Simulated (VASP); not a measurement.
# Hg (P6/mmm) in VASP: a series of runs, part 2 of 2

VASP 6.6.1. Earlier steps stand in the parts before.

**4. Relaxation of cell and atoms, PBE**

This run uses another cell than the first one, of 24.87 Å³/atom.

INCAR

```
SYSTEM = Hg
PREC     = Accurate       ! precision mode
ENCUT    = 600            ! plane-wave cutoff, eV
EDIFF    = 1E-7           ! SCF threshold, eV
ISMEAR   = -1             ! smearing method
SIGMA    = 0.05           ! smearing width, eV
LREAL    = .FALSE.        ! projectors in reciprocal space
LASPH    = .TRUE.         ! aspherical terms in the spheres
NELM     = 60             ! most SCF steps
ALGO     = Normal         ! electronic algorithm
ISIF     = 3              ! what is computed and relaxed
LWAVE    = .FALSE.        ! write WAVECAR
LCHARG   = .FALSE.        ! write CHGCAR
GGA      = PE             ! functional
IBRION   = 2              ! ionic algorithm
NSW      = 100            ! ionic steps
EDIFFG   = -0.005         ! ionic threshold
```

KPOINTS

```
regular mesh
0
G
  8 8 9
  0 0 0
```

POSCAR

```
Hg
1.0
    4.6579744788      0.0000000000      0.0000000000
   -2.3289872394      4.0339242288      0.0000000000
    0.0000000000      0.0000000000      3.9705641482
Hg
3
Direct
    0.3333333333      0.6666666667      0.5000000000
    0.0000000000      0.0000000000      0.0000000000
    0.6666666667      0.3333333333      0.5000000000
```

Potentials or basis: VASP PAW PBE potentials, release 64 (Hg).

Run with:

```bash
$ cat potpaw_PBE.64/Hg/POTCAR > POTCAR
$ mpirun -np 1 vasp_std > vasp.out
```

OUTCAR:

```text
SYSTEM = Hg
   PREC = Accurate
   ENCUT = 600
   EDIFF = 1E-7
   ISMEAR = -1
   LREAL = .FALSE.
   LASPH = .TRUE.
   NELM = 60
   ISIF = 3
   GGA = PE
   IBRION = 2
   NSW = 100
   EDIFFG = -0.005

 ion  position               nearest neighbor table
   1  0.333  0.667  0.500-   3 2.69   3 2.69   3 2.69   2 3.34   2 3.34   2 3.34   2 3.34   2 3.34
                             2 3.34
   2  0.000  0.000  0.000-   1 3.34   3 3.34   1 3.34   3 3.34   1 3.34   1 3.34   3 3.34   3 3.34
                             3 3.34   3 3.34   1 3.34   1 3.34
   3  0.667  0.333  0.500-   1 2.69   1 2.69   1 2.69   2 3.34   2 3.34   2 3.34   2 3.34   2 3.34
                             2 3.34

  LATTYP: Found a hexagonal cell.
 ALAT       =     4.6579744788
 C/A-ratio  =     0.8524229075

  Lattice vectors:

 A1 = (   4.6579744788,   0.0000000000,   0.0000000000)
 A2 = (  -2.3289872394,   4.0339242288,   0.0000000000)
[... 896 lines left out ...]

[... ionic steps 4 to 16 ...]

--------------------------------------- Ionic step       17  -------------------------------------------

 number of electron      36.0000002 magnetization

------------------------ aborting loop because EDIFF is reached ----------------------------------------
[... 69 lines left out ...]
--------------------------------------- Ionic step       19  -------------------------------------------

 number of electron      35.9999999 magnetization

 Free energy of the ion-electron system (eV)
  ---------------------------------------------------
  ext. energy  EPLUGINS =         0.00000000
  ---------------------------------------------------
  free energy    TOTEN  =        -0.54544136 eV

  energy without entropy =       -0.54370408  energy(sigma->0) =       -0.54457272

 E-fermi :   1.1788     XC(G=0):  -9.5996

 val. band max:        1.0180106799   @ k =   0.3750   0.0000   0.1111
 cond. band min:       1.2610278313   @ k =   0.2500   0.0000   0.0000
 fundamental gap:      0.2430171514
 Fermi energy:         1.1787684129

 k-point     1 :       0.0000    0.0000    0.0000
  band No.  band energies     occupation
      1      -6.2455      2.00000
      2      -5.8990      2.00000
      3      -5.5564      2.00000
      4      -5.4254      2.00000
      5      -5.2817      2.00000
      6      -5.2817      2.00000
[... 621 lines left out ...]
  FREE ENERGIE OF THE ION-ELECTRON SYSTEM (eV)
  ---------------------------------------------------
  free  energy   TOTEN  =        -0.5454413628 eV

  energy  without entropy=       -0.5437040813  energy(sigma->0) =       -0.54457272

 reached required accuracy - stopping structural energy minimisation
```

CONTCAR:

```text
Hg
   1.00000000000000
     5.5955188942578244    0.0000000000000000   -0.0000000000000000
    -2.7977594471289122    4.8458615097506241    0.0000000000000000
    -0.0000000000000000    0.0000000000000002    3.2954958209597538
  Hg
     3
Direct
     0.3333333332999970    0.6666666667000030    0.5000000000000000
     0.0000000000000000    0.0000000000000000    0.0000000000000000
     0.6666666667000030    0.3333333332999970    0.5000000000000000

  0.00000000E+00  0.00000000E+00  0.00000000E+00
  0.00000000E+00  0.00000000E+00  0.00000000E+00
  0.00000000E+00  0.00000000E+00  0.00000000E+00
```

Wall time 18 min (1 thread of Intel Xeon Platinum 8259CL at 2.50GHz (Skylake/Cascade Lake), shared host); peak memory 0.29 GiB.

Results:

* Free energy: -0.5454 eV
* Relaxed volume: 29.79 Å³/atom
* Relaxed cell: a = 5.596 Å, b = 5.596 Å, c = 3.295 Å, α = 90.00°, β = 90.00°, γ = 120.00°
* Space group after relaxing (to 0.1 Å): P6/mmm (No. 191)
* Energy gained by relaxing: 217.8 meV/atom
* Ionic steps: 19
* Pressure after relaxing: 0.0 GPa
* Band gap on the k mesh: zero (bands 18 and 19 overlap by 1.83 eV)

The path:
| step | energy change (eV) | largest force (eV/Å) | pressure (GPa) | volume (Å³) |
| --- | --- | --- | --- | --- |
| 1 | 0.0000 | 0.0000 | 8.63 | 74.61 |
| 2 | -0.4917 | 0.0000 | 1.00 | 89.88 |
| 3 | -0.5172 | 0.0000 | 0.56 | 93.11 |
| 4 | -0.5409 | 0.0000 | -0.09 | 99.79 |
| 5 | -0.5436 | 0.0000 | -0.12 | 101.92 |
| 6 | -0.5463 | 0.0000 | -0.21 | 106.25 |
| 7 | -0.5450 | 0.0000 | -0.35 | 115.23 |
| 8 | -0.5470 | 0.0000 | -0.20 | 108.62 |
| 9 | -0.5472 | 0.0000 | -0.24 | 111.89 |
| 10 | -0.5474 | 0.0000 | -0.23 | 110.97 |
| 11 | -0.5542 | 0.0000 | -0.24 | 110.05 |
| 12 | -0.5748 | 0.0000 | -0.28 | 107.22 |
| 13 | -0.6175 | 0.0000 | -0.52 | 101.37 |
| 14 | -0.5996 | 0.0000 | 0.29 | 88.83 |
| 15 | -0.6368 | 0.0000 | -0.44 | 98.03 |
| 16 | -0.6440 | 0.0000 | -0.43 | 94.84 |
| 17 | -0.6489 | 0.0000 | 0.26 | 87.39 |
| 18 | -0.6513 | 0.0000 | -0.04 | 89.78 |
| 19 | -0.6535 | 0.0000 | 0.00 | 89.36 |

Final structure:
```yaml
crystal:
  lattice:
    - [5.59552, 0.00000, 0.00000]
    - [-2.79776, 4.84586, 0.00000]
    - [0.00000, 0.00000, 3.29550]
  atoms:
    - { symbol: Hg, position: [0.33333, 0.66667, 0.50000] }
    - { symbol: Hg, position: [0.00000, 0.00000, 0.00000] }
    - { symbol: Hg, position: [0.66667, 0.33333, 0.50000] }
```

Caveat: the volume moved by over 15 % at a fixed basis, so the end points are rough; spin-orbit coupling is left out, which moves the levels of the heavy elements.

**5. Relaxation of cell and atoms, PBE**

This run uses another cell than the first one, of 24.87 Å³/atom.

INCAR

```
PREC = Accurate ; ENCUT = 600
EDIFF = 1E-6 ; ISMEAR = -1
SIGMA = 0.05 ; LREAL = F
LASPH = T ; NELM = 60
ALGO = Normal ; ISIF = 3
LWAVE = F ; LCHARG = F
GGA = PE ; IBRION = 2
NSW = 100 ; EDIFFG = -0.005
```

KPOINTS

```
Automatic mesh
0
Gamma
  8 8 9
```

POSCAR is that of step 4.

Potentials or basis: VASP PAW PBE potentials, release 64 (Hg).

Run with:

```bash
$ cat potpaw_PBE.64/Hg/POTCAR > POTCAR
$ mpirun -np 1 vasp_std > vasp.out
```

OUTCAR:

```text
PREC = Accurate
   ENCUT = 600
   EDIFF = 1E-6
   ISMEAR = -1
   LREAL = F
   LASPH = T
   NELM = 60
   ISIF = 3
   GGA = PE
   IBRION = 2
   NSW = 100
   EDIFFG = -0.005

 ion  position               nearest neighbor table
   1  0.333  0.667  0.500-   3 2.69   3 2.69   3 2.69   2 3.34   2 3.34   2 3.34   2 3.34   2 3.34
                             2 3.34
   2  0.000  0.000  0.000-   1 3.34   3 3.34   1 3.34   3 3.34   1 3.34   1 3.34   3 3.34   3 3.34
                             3 3.34   3 3.34   1 3.34   1 3.34
   3  0.667  0.333  0.500-   1 2.69   1 2.69   1 2.69   2 3.34   2 3.34   2 3.34   2 3.34   2 3.34
                             2 3.34

  LATTYP: Found a hexagonal cell.
 ALAT       =     4.6579744788
 C/A-ratio  =     0.8524229075

  Lattice vectors:

 A1 = (   4.6579744788,   0.0000000000,   0.0000000000)
 A2 = (  -2.3289872394,   4.0339242288,   0.0000000000)
 A3 = (   0.0000000000,   0.0000000000,   3.9705641482)

Analysis of symmetry for initial positions (statically):
=====================================================================
 Subroutine PRICEL returns:
 Original cell was already a primitive cell.

 Routine SETGRP: Setting up the symmetry group for a
 hexagonal supercell.

 Subroutine GETGRP returns: Found 24 space group operations
 (whereof 24 operations were pure point group operations)
 out of a pool of 24 trial point group operations.

The static configuration has the point symmetry D_6h.

Analysis of symmetry for dynamics (positions and initial velocities):
=====================================================================
 Subroutine PRICEL returns:
 Original cell was already a primitive cell.

 Routine SETGRP: Setting up the symmetry group for a
 hexagonal supercell.

 Subroutine GETGRP returns: Found 24 space group operations
 (whereof 24 operations were pure point group operations)
 out of a pool of 24 trial point group operations.

The dynamic configuration has the point symmetry D_6h.

 Subroutine INISYM returns: Found 24 space group operations
 (whereof 24 operations are pure point group operations),
 and found     1 'primitive' translations

----------------------------------------------------------------------------------------

                                     Primitive cell

  volume of cell :      74.6066

  direct lattice vectors                    reciprocal lattice vectors
     4.657974479  0.000000000  0.000000000     0.214685590  0.123948783  0.000000000
    -2.328987239  4.033924229  0.000000000     0.000000000  0.247897567  0.000000000
     0.000000000  0.000000000  3.970564148     0.000000000  0.000000000  0.251853380

  length of vectors
     4.657974479  4.657974479  3.970564148     0.247897567  0.247897567  0.251853380

  position of ions in fractional coordinates (direct lattice)
     0.333333333  0.666666667  0.500000000
     0.000000000  0.000000000  0.000000000
     0.666666667  0.333333333  0.500000000

  ion indices of the primitive-cell ions
   primitive index   ion index
                 1           1
                 2           2
                 3           3

----------------------------------------------------------------------------------------

 KPOINTS: Automatic mesh

Automatic generation of k-mesh.
 Grid dimensions read from file:
 generate k-points for:    8    8    9

 Generating k-lattice:

  Cartesian coordinates                     Fractional coordinates (reciprocal lattice)
     0.026835699  0.015493598  0.000000000     0.125000000  0.000000000  0.000000000
     0.000000000  0.030987196  0.000000000     0.000000000  0.125000000  0.000000000
     0.000000000  0.000000000  0.027983709     0.000000000  0.000000000  0.111111111

  Length of vectors
     0.030987196  0.030987196  0.027983709

  Shift w.r.t. Gamma in fractional coordinates (k-lattice)
     0.000000000  0.000000000  0.000000000

 Subroutine IBZKPT returns following result:
 ===========================================

 Found     50 irreducible k-points:

 Following reciprocal coordinates:
            Coordinates               Weight
  0.000000  0.000000  0.000000      1.000000
  0.125000  0.000000  0.000000      6.000000
  0.250000  0.000000  0.000000      6.000000
  0.375000  0.000000  0.000000      6.000000
  0.500000  0.000000  0.000000      3.000000
  0.125000  0.125000  0.000000      6.000000
[... 16 lines left out ...]
  0.250000  0.000000  0.222222     12.000000
  0.375000  0.000000  0.222222     12.000000
 [... further k-points ...]
   k-points           NKPTS =     50   k-points in BZ     NKDIM =     50   number of bands    NBANDS=     22
   number of dos      NEDOS =    301   number of ions     NIONS =      3
   total plane-waves  NPLWV =  51200
   dimension x,y,z NGX =    40 NGY =   40 NGZ =   32
   dimension x,y,z NGXF=    80 NGYF=   80 NGZF=   64
   ions per type =               3
   NGX,Y,Z   is equivalent  to a cutoff of  14.28, 14.28, 13.40 a.u.
   NGXF,Y,Z  is equivalent  to a cutoff of  28.55, 28.55, 26.80 a.u.
 SYSTEM =  unknown system
   PREC   = accura    normal or accurate (medium, high low for compatibility)
   ISTART =      0    job   : 0-new  1-cont  2-samecut
   ICHARG =      2    charge: 1-file 2-atom 10-const
   ISPIN  =      1    spin polarized calculation?
   LNONCOLLINEAR =      F non collinear calculations
   LSORBIT =      F    spin-orbit coupling
   LASPH  =      T    aspherical Exc in radial PAW
   ENCUT  =  600.0 eV  44.10 Ry    6.64 a.u.   9.30  9.30  7.93*2*pi/ulx,y,z
   NELM   =     60;   NELMIN=  2; NELMDL= -5     # of ELM steps
   EDIFF  = 0.1E-05   stopping-criterion for ELM
   LREAL  =      F    real-space projection
   EDIFFG = -.5E-02   stopping-criterion for IOM
   NSW    =    100    number of steps for IOM
   IBRION =      2    ionic relax: 0-MD 1-quasi-New 2-CG
   NFREE  =      1    steps in history (QN), initial steepest desc. (CG)
   ISIF   =      3    stress and relaxation
   ISYM   =      2    0-nonsym 1-usesym 2-fastsym
   POTIM  = 0.5000    time-step for ionic-motion
   TEBEG  =    0.0;   TEEND  =   0.0 temperature during run
   PSTRESS=    0.0 pullay stress
   NELECT =      36.0000    total number of electrons
   NUPDOWN=      -1.0000    fix difference up-down
   EMIN   =  10.00;   EMAX   =-10.00  energy-range for DOS
   EFERMI =   0.00;   METHOD = LEGACY
   ISMEAR =    -1;   SIGMA  =   0.05  broadening in eV -4-tet -1-fermi 0-gaus
   EFERMI_NEDOS =   21; number of points for ismear=-14 and -15
   IALGO  =     38    algorithm
   IMIX   =      4    mixing-type and parameters
     AMIX     =   0.40;   BMIX     =  1.00
     AMIX_MAG =   1.60;   BMIX_MAG =  1.00
  volume/ion in A,a.u.               =      24.87       167.82
  Fermi-wavevector in a.u.,A,eV,Ry     =   1.284054  2.426510 22.433216  1.648795
  Thomas-Fermi vector in A             =   2.416270
   LORBIT       =      0    0 simple, 1 ext, 2 COOP (PROOUT), +10 PAW based schemes
   GGA     = PE    functional components
   LHFCALC =     F    Hartree Fock is set to
   AEXX    =    0.0000 exact exchange contribution
   IVDW    =     0    specifies the selected vdW correction
   LEPSILON=     F    determine dielectric tensor
   LRPA    =     F    only Hartree local field effects (RPA)
 conjugate gradient relaxation of ions
 non-spin polarized calculation
  energy-cutoff  :      600.00
  volume of cell :       74.61
 maximum number of plane-waves:      2518
 NGX is ok and might be reduce to    40
   NGX = 19   NGY = 19   NGZ = 15

--------------------------------------- Ionic step        1  -------------------------------------------

 number of electron      35.9999998 magnetization

 Free energy of the ion-electron system (eV)
  ---------------------------------------------------
  ext. energy  EPLUGINS =         0.00000000
  ---------------------------------------------------
  free energy    TOTEN  =         0.10807943 eV

  energy without entropy =        0.12032644  energy(sigma->0) =        0.11420294

 E-fermi :   2.5987     XC(G=0): -10.4955

 val. band max:        2.5814339187   @ k =   0.2500   0.0000   0.1111
 cond. band min:       2.6319794041   @ k =   0.3750   0.0000   0.0000
 fundamental gap:      0.0505454854
 Fermi energy:         2.5987188640

 k-point     1 :       0.0000    0.0000    0.0000
  band No.  band energies     occupation
      1      -6.8173      2.00000
      2      -5.3007      2.00000
      3      -5.1322      2.00000
      4      -5.1322      2.00000
      5      -4.9567      2.00000
      6      -4.9567      2.00000
[... 695 lines left out ...]
  FREE ENERGIE OF THE ION-ELECTRON SYSTEM (eV)
  ---------------------------------------------------
  free  energy   TOTEN  =        -0.4092040967 eV

  energy  without entropy=       -0.4027138669  energy(sigma->0) =       -0.40595898

[... ionic steps 4 to 20 ...]

--------------------------------------- Ionic step       21  -------------------------------------------

 number of electron      35.9999999 magnetization

------------------------ aborting loop because EDIFF is reached ----------------------------------------
[... 69 lines left out ...]
--------------------------------------- Ionic step       23  -------------------------------------------

 number of electron      35.9999999 magnetization

 Free energy of the ion-electron system (eV)
  ---------------------------------------------------
  ext. energy  EPLUGINS =         0.00000000
  ---------------------------------------------------
  free energy    TOTEN  =        -0.54544541 eV

  energy without entropy =       -0.54370135  energy(sigma->0) =       -0.54457338

 E-fermi :   1.1752     XC(G=0):  -9.5959

 val. band max:        1.0165315399   @ k =   0.3750   0.0000   0.1111
 cond. band min:       1.2597372448   @ k =   0.2500   0.0000   0.0000
 fundamental gap:      0.2432057049
 Fermi energy:         1.1752075326

 k-point     1 :       0.0000    0.0000    0.0000
  band No.  band energies     occupation
      1      -6.2453      2.00000
      2      -5.8998      2.00000
      3      -5.5571      2.00000
      4      -5.4267      2.00000
      5      -5.2846      2.00000
      6      -5.2846      2.00000
[... 621 lines left out ...]
  FREE ENERGIE OF THE ION-ELECTRON SYSTEM (eV)
  ---------------------------------------------------
  free  energy   TOTEN  =        -0.5454454128 eV

  energy  without entropy=       -0.5437013506  energy(sigma->0) =       -0.54457338

 reached required accuracy - stopping structural energy minimisation
```

OSZICAR:

```text
N       E                     dE             d eps       ncg     rms          rms(c)
DAV:   1     0.317567315459E+03    0.31757E+03   -0.20313E+04  2200   0.177E+03
[... 224 lines left out ...]
       N       E                     dE             d eps       ncg     rms          rms(c)
DAV:   1    -0.549480920358E+00   -0.40617E-02   -0.89665E-02  2248   0.302E+00    0.449E-01
DAV:   2    -0.545744153659E+00    0.37368E-02   -0.11294E-02  2236   0.109E+00    0.125E-01
DAV:   3    -0.545482371722E+00    0.26178E-03   -0.85472E-04  2344   0.247E-01    0.120E-01
DAV:   4    -0.545446421570E+00    0.35950E-04   -0.68826E-05  2248   0.684E-02    0.106E-02
DAV:   5    -0.545444999469E+00    0.14221E-05   -0.14046E-05  2422   0.365E-02    0.420E-03
DAV:   6    -0.545445412843E+00   -0.41337E-06   -0.48725E-07  1142   0.498E-03
  23 F= -.54544541E+00 E0= -.54457338E+00  d E =-.100232E-04
```

CONTCAR:

```text
Hg
   1.00000000000000
     5.5959299832674221   -0.0000000000000000   -0.0000000000000001
    -2.7979649916337110    4.8462175232762004    0.0000000000000000
     0.0000000000000000    0.0000000000000003    3.2973367477786364
  Hg
     3
Direct
     0.3333333332999970    0.6666666667000030    0.5000000000000000
     0.0000000000000000    0.0000000000000000    0.0000000000000000
     0.6666666667000030    0.3333333332999970    0.5000000000000000

  0.00000000E+00  0.00000000E+00  0.00000000E+00
  0.00000000E+00  0.00000000E+00  0.00000000E+00
  0.00000000E+00  0.00000000E+00  0.00000000E+00
```

Wall time 17 min (1 thread of Intel Xeon Platinum 8259CL at 2.50GHz (Skylake/Cascade Lake), shared host); peak memory 0.28 GiB.

What came out:

| Property | Result |
| --- | --- |
| Free energy | -0.5454 eV |
| Relaxed volume | 29.81 Å³/atom |
| Relaxed cell | a = 5.596 Å, b = 5.596 Å, c = 3.297 Å, α = 90.00°, β = 90.00°, γ = 120.00° |
| Space group after relaxing (to 0.1 Å) | P6/mmm (No. 191) |
| Energy gained by relaxing | 217.8 meV/atom |
| Ionic steps | 23 |
| Pressure after relaxing | 0.0 GPa |
| Band gap on the k mesh | zero (bands 18 and 19 overlap by 1.82 eV) |

The path:
```tsv
step	energy change (eV)	largest force (eV/Å)	pressure (GPa)	volume (Å³)
1	0.0000	0.0000	8.61	74.61
2	-0.4915	0.0000	1.01	89.83
3	-0.5173	0.0000	0.57	93.09
4	-0.5411	0.0000	-0.09	99.81
5	-0.5438	0.0000	-0.12	102.01
6	-0.5466	0.0000	-0.20	106.48
7	-0.5445	0.0000	-0.34	115.77
8	-0.5474	0.0000	-0.20	109.04
9	-0.5467	0.0000	-0.29	113.57
10	-0.5476	0.0000	-0.22	110.60
11	-0.5475	0.0000	-0.23	111.41
12	-0.5542	0.0000	-0.23	110.48
13	-0.5745	0.0000	-0.28	107.67
14	-0.6160	0.0000	-0.54	101.83
15	-0.6028	0.0000	0.20	89.34
16	-0.6360	0.0000	-0.46	98.34
17	-0.6430	0.0000	-0.44	95.04
18	-0.6490	0.0000	0.13	88.29
19	-0.6502	0.0000	-0.07	89.98
20	-0.6534	0.0000	0.02	89.37
21	-0.6535	0.0000	0.04	89.26
22	-0.6535	0.0000	-0.04	89.69
23	-0.6535	0.0000	0.01	89.42
```

Final structure:
```xyz
3
Lattice="5.5959 0.0000 0.0000 -2.7980 4.8462 0.0000 0.0000 0.0000 3.2973" Properties=species:S:1:pos:R:3 pbc="T T T"
Hg    0.0000    3.2308    1.6487
Hg    0.0000    0.0000    0.0000
Hg    2.7980    1.6154    1.6487
```

Caveat: the volume moved by over 15 % at a fixed basis, so the end points are rough; spin-orbit coupling is left out, which moves the levels of the heavy elements. Zero-point motion and thermal expansion aren't in these numbers.

**6. The runs side by side**

| task | cell | cutoff (eV) | gap on the mesh (eV) | pressure (GPa) |
| --- | --- | --- | --- | --- |
| single point | a = 5.568, b = 5.568, c = 3.285 Å, angles 90.0, 90.0, 120.0°, 3 atoms | 520 | none | 0.1 |
| single point | a = 5.579, b = 5.579, c = 3.283 Å, angles 90.0, 90.0, 120.0°, 3 atoms | 520 | none | 0.1 |
| relaxation of cell and atoms | relaxed from a = 4.658, b = 4.658, c = 3.971 Å, angles 90.0, 90.0, 120.0°, 3 atoms | 600 | none | 0.0 |

Alike in all rows: level PBE; potentials or basis VASP PAW PBE potentials, release 64 (Hg); no spin polarisation; k mesh 8 × 8 × 9; smearing fermi-dirac 0.05 eV.

Caveats: spin-orbit coupling is left out, which moves the levels of the heavy elements; the volume moved by over 15 % at a fixed basis, so the end points are rough (at least some runs).

Total energies depend on the potentials used, so only differences within one code and one set of settings carry meaning.

The gap in the log of VASP goes by the Fermi energy; the results here count the filled bands.